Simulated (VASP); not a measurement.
# Rh (Fm-3m) in VASP: elastic constants with PBEsol

Aim: the elastic constants of Rh with PBEsol.

Program: VASP 6.6.1. These are calculated values, not measurements. Logs are shortened: lines on timing, memory, paths and dates and some standing lists are left out, and cuts for length are marked.

## Step 1: The cell of the first run

The structure is cubic, space group Fm-3m (No. 225). Conventional cell: a = 3.725 Å, b = 3.725 Å, c = 3.725 Å, α = 90.00°, β = 90.00°, γ = 90.00°. Rh (site symmetry m-3m) has 12 Rh at 2.63 Å within 3.5 Å.

## Step 2: Elastic constants, PBEsol

The input, INCAR:

```
PREC = Accurate ; ENCUT = 600
EDIFF = 1E-8 ; ISMEAR = -1
SIGMA = 0.1 ; LREAL = False
LASPH = True ; NELM = 100
ALGO = Normal ; ISIF = 3
LWAVE = False ; LCHARG = True
GGA = PS ; IBRION = 6
NFREE = 2 ; POTIM = 0.015
NSW = 1
```

The input, KPOINTS:

```
regular mesh
0
Gamma
  24 24 24
```

The input, POSCAR:

```
Rh
1.0
    0.0000000000      1.8622793027      1.8622793027
    1.8622793027      0.0000000000      1.8622793027
    1.8622793027      1.8622793027      0.0000000000
Rh
1
Direct
    0.0000000000      0.0000000000      0.0000000000
```

Potentials or basis: VASP PAW PBE potentials, release 64 (Rh_pv).

Run with:

```
$ cat potpaw_PBE.64/Rh_pv/POTCAR > POTCAR
$ mpirun -np 1 vasp_std > vasp.out
```

OUTCAR:

```text
PREC = Accurate
   ENCUT = 600
   EDIFF = 1E-8
   ISMEAR = -1
   LREAL = False
   LASPH = True
   NELM = 100
   ISIF = 3
   GGA = PS
   IBRION = 6
   NFREE = 2
   POTIM = 0.015
   NSW = 1

 ion  position               nearest neighbor table
   1  0.000  0.000  0.000-

  LATTYP: Found a face centered cubic cell.
 ALAT       =     3.7245586054

  Lattice vectors:

 A1 = (   0.0000000000,   1.8622793027,   1.8622793027)
 A2 = (   1.8622793027,   0.0000000000,   1.8622793027)
 A3 = (   1.8622793027,   1.8622793027,   0.0000000000)

Analysis of symmetry for initial positions (statically):
=====================================================================
 Subroutine PRICEL returns:
 Original cell was already a primitive cell.

 Routine SETGRP: Setting up the symmetry group for a
 face centered cubic supercell.

 Subroutine GETGRP returns: Found 48 space group operations
 (whereof 48 operations were pure point group operations)
 out of a pool of 48 trial point group operations.

The static configuration has the point symmetry O_h .

Analysis of symmetry for dynamics (positions and initial velocities):
=====================================================================
 Subroutine PRICEL returns:
 Original cell was already a primitive cell.

 Routine SETGRP: Setting up the symmetry group for a
 face centered cubic supercell.

 Subroutine GETGRP returns: Found 48 space group operations
 (whereof 48 operations were pure point group operations)
 out of a pool of 48 trial point group operations.

The dynamic configuration has the point symmetry O_h .

 Subroutine INISYM returns: Found 48 space group operations
 (whereof 48 operations are pure point group operations),
 and found     1 'primitive' translations

----------------------------------------------------------------------------------------

[... 338 lines left out ...]
      4       4.4161      2.00000
      5       9.5300      2.00000
      6       9.5300      2.00000
      7       9.5300      2.00000
      8      11.8596      1.99996
      9      11.8596      1.99996
     10      28.8053      0.00000
     11      33.1290      0.00000
[... 309 lines left out ...]
 k-point    24 :       0.4583    0.0417    0.0000
  band No.  band energies     occupation
      1     -34.3845      2.00000
      2     -33.6312      2.00000
      3     -33.6306      2.00000
      4       6.3201      2.00000
      5       9.4183      2.00000
      6       9.5395      2.00000
      7      12.3980      1.99038
      8      13.5478      0.00419
      9      14.0827      0.00002
     10      22.7684      0.00000
     11      28.6030      0.00000

 [... further k-points ...]

------------------------ aborting loop because EDIFF is reached ----------------------------------------

  FORCE on cell =-STRESS in cart. coord.  units (eV):
  Direction    XX          YY          ZZ          XY          YZ          ZX
  --------------------------------------------------------------------------------------
  -------------------------------------------------------------------------------------
  Total        1.1947776      1.1947776      1.1947776     -0.0000000     -0.0000000      0.0000000
  in kB      148.1948823    148.1948823    148.1948823     -0.0000000     -0.0000000      0.0000000
  external PRESSURE =     148.1948823 kB  Pullay stress =       0.0000000 kB
[... 16 lines left out ...]
  FREE ENERGIE OF THE ION-ELECTRON SYSTEM (eV)
  ---------------------------------------------------
  free  energy   TOTEN  =        -8.1321034751 eV

  energy  without entropy=       -8.0931819385  energy(sigma->0) =       -8.11264271

 INTERNAL STRAIN TENSORS FROM STRAINED CELLS
 ============================================

 INTERNAL STRAIN TENSOR FOR ION    1 for displacements in x,y,z  (eV/Angst):
          X           Y           Z          XY          YZ          ZX
  --------------------------------------------------------------------------------
  x     0.00000     0.00000     0.00000     0.00000     0.00000     0.00000
  y    -0.00000     0.00000    -0.00000     0.00000     0.00000     0.00000
  z     0.00000     0.00000     0.00000     0.00000    -0.00000     0.00000

 INTERNAL STRAIN TENSORS FROM DISPLACED ATOMS
 ============================================

 INTERNAL STRAIN TENSOR FOR ION    1 for displacements in x,y,z  (eV/Angst):
          X           Y           Z          XY          YZ          ZX
  --------------------------------------------------------------------------------
  x     0.00000     0.00000     0.00000     0.00000     0.00000     0.00000
  y     0.00000     0.00000     0.00000     0.00000     0.00000     0.00000
  z     0.00000     0.00000     0.00000     0.00000     0.00000     0.00000

 Eigenvectors and eigenvalues of the dynamical matrix
 ----------------------------------------------------

   1 f/i=    0.000000 THz     0.000000 2PiTHz    0.000000 cm-1     0.000000 meV
             X         Y         Z           dx          dy          dz
      0.000000  0.000000  0.000000    -0.917946    0.396705    0.000000

   2 f/i=    0.000000 THz     0.000000 2PiTHz    0.000000 cm-1     0.000000 meV
             X         Y         Z           dx          dy          dz
      0.000000  0.000000  0.000000     0.000000    0.000000    1.000000

   3 f/i=    0.000000 THz     0.000000 2PiTHz    0.000000 cm-1     0.000000 meV
             X         Y         Z           dx          dy          dz
      0.000000  0.000000  0.000000    -0.396705   -0.917946    0.000000

--------------------------------------------------------------------------------------------------------

 ELASTIC MODULI CONTR FROM IONIC RELAXATION (kBar)
 Direction    XX          YY          ZZ          XY          YZ          ZX
 --------------------------------------------------------------------------------
 XX           0.0000      0.0000      0.0000      0.0000      0.0000      0.0000
 YY           0.0000      0.0000      0.0000      0.0000      0.0000      0.0000
 ZZ           0.0000      0.0000      0.0000      0.0000      0.0000      0.0000
 XY           0.0000      0.0000      0.0000      0.0000      0.0000      0.0000
 YZ           0.0000      0.0000      0.0000      0.0000      0.0000      0.0000
 ZX           0.0000      0.0000      0.0000      0.0000      0.0000      0.0000
 --------------------------------------------------------------------------------

 TOTAL ELASTIC MODULI (kBar)
 Direction    XX          YY          ZZ          XY          YZ          ZX
 --------------------------------------------------------------------------------
 XX        5511.2298   2549.2511   2549.2511     -0.0000     -0.0000     -0.0000
 YY        2549.2511   5511.2298   2549.2511      0.0000     -0.0000     -0.0000
 ZZ        2549.2511   2549.2511   5511.2298      0.0000      0.0000      0.0000
 XY          -0.0000      0.0000      0.0000   2499.7846     -0.0000      0.0000
 YZ          -0.0000     -0.0000      0.0000     -0.0000   2499.7846      0.0000
 ZX          -0.0000     -0.0000      0.0000      0.0000      0.0000   2499.7846
 --------------------------------------------------------------------------------
```

stdout:

```text
POSCAR found type information on POSCAR Rh
 POSCAR found :  1 types and       1 ions
 scaLAPACK will be used
 -----------------------------------------------------------------------------
|                                                                             |
|                                                                             |
|     You enforced a specific xc type in the INCAR file but a different       |
|     I HOPE YOU KNOW WHAT YOU ARE DOING!                                     |
|                                                                             |
 -----------------------------------------------------------------------------

 LDA part: xc-table for (Slater+PW92), standard interpolation
 POSCAR, INCAR and KPOINTS ok, starting setup
 FFT: planning ... GRIDC
 FFT: planning ... GRID_SOFT
 FFT: planning ... GRID
 WAVECAR not read
 entering main loop
 Found     1 degrees of freedom:
 Adding 6 more for cell shape distortion
 Finite differences POTIM= 0.01500 DOF=   7
 bond charge predicted
 Finite differences progress:
 bond charge predicted
 Finite differences progress:
 bond charge predicted
 Finite differences progress:
 bond charge predicted
 Finite differences progress:
 bond charge predicted
 Finite differences progress:
 bond charge predicted
 Finite differences progress:
 bond charge predicted
 Finite differences progress:
 bond charge predicted
 Finite differences progress:
 bond charge predicted
 Finite differences progress:
 bond charge predicted
 Finite differences progress:
 bond charge predicted
 Finite differences progress:
 bond charge predicted
 Finite differences progress:
 bond charge predicted
 Finite differences progress:
 bond charge predicted
 Finite differences progress:
```

It took 32 min on 1 thread of Intel Xeon 6975P-C, shared host; peak memory 1.1 GiB.

Results:

```yaml
Elastic_constants_C11_C12_C44: 551, 255, 250 GPa
Voigt_bulk_modulus: 354 GPa
```

Elastic tensor in Voigt notation (GPa, in the Cartesian axes of the cell as first typed):
```
551 255 255   0   0   0
255 551 255   0   0   0
255 255 551   0   0   0
  0   0   0 250   0   0
  0   0   0   0 250   0
  0   0   0   0   0 250
```

Clamped-ion elastic tensor (GPa):
```
551 255 255   0   0   0
255 551 255   0   0   0
255 255 551   0   0   0
  0   0   0 250   0   0
  0   0   0   0 250   0
  0   0   0   0   0 250
```

Caveat: the cell is under stress, which shifts elastic constants; the PAW data sets were made with another functional, which shifts forces and pressure a little.
